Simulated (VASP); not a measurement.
Crystal: Sc.

```
CELL_PARAMETERS angstrom
1.84000 1.84000 1.84000
-1.84000 1.84000 1.84000
-1.84000 -1.84000 1.84000
ATOMIC_POSITIONS crystal
Sc 0.00000 0.00000 0.00000
```

| Quantity | Value |
| --- | --- |
| Program | VASP 6.6.1 |
| Task | relaxation of cell and atoms |
| Functional | PBEsol |
| Potentials or basis | VASP PAW PBE potentials, release 64 (Sc_sv) |
| Cutoff | 600 eV |
| k mesh | 9 × 9 × 9 |
| Occupations | gaussian, width 0.05 eV |
| Spin | no spin polarisation |

At the start: pressure -2.2 GPa; volume 24.92 Å³/atom.

Where does the relaxation end?

Over 3 steps the energy falls by 6.9 meV/atom and the volume is 23.95 Å³/atom (-3.9 %); space group Im-3m (No. 229, to 0.05 Å).

The path:
| step | energy change (eV) | largest force (eV/Å) | pressure (GPa) | volume (Å³) |
| --- | --- | --- | --- | --- |
| 1 | 0.0000 | 0.0000 | -2.18 | 24.92 |
| 2 | -0.0064 | 0.0000 | 0.60 | 23.71 |
| 3 | -0.0069 | 0.0000 | 0.02 | 23.95 |

Final structure:
```cif
data_structure
_symmetry_space_group_name_H-M 'P 1'
_symmetry_Int_Tables_number 1
_cell_length_a 3.1450
_cell_length_b 3.1450
_cell_length_c 3.1450
_cell_angle_alpha 70.529
_cell_angle_beta 109.471
_cell_angle_gamma 70.529
_cell_volume 23.95
loop_
_atom_site_label
_atom_site_type_symbol
_atom_site_fract_x
_atom_site_fract_y
_atom_site_fract_z
_atom_site_occupancy
Sc1 Sc 0.00000 0.00000 0.00000 1
```

Caveat: the PAW data sets were made with another functional, which shifts forces and pressure a little.
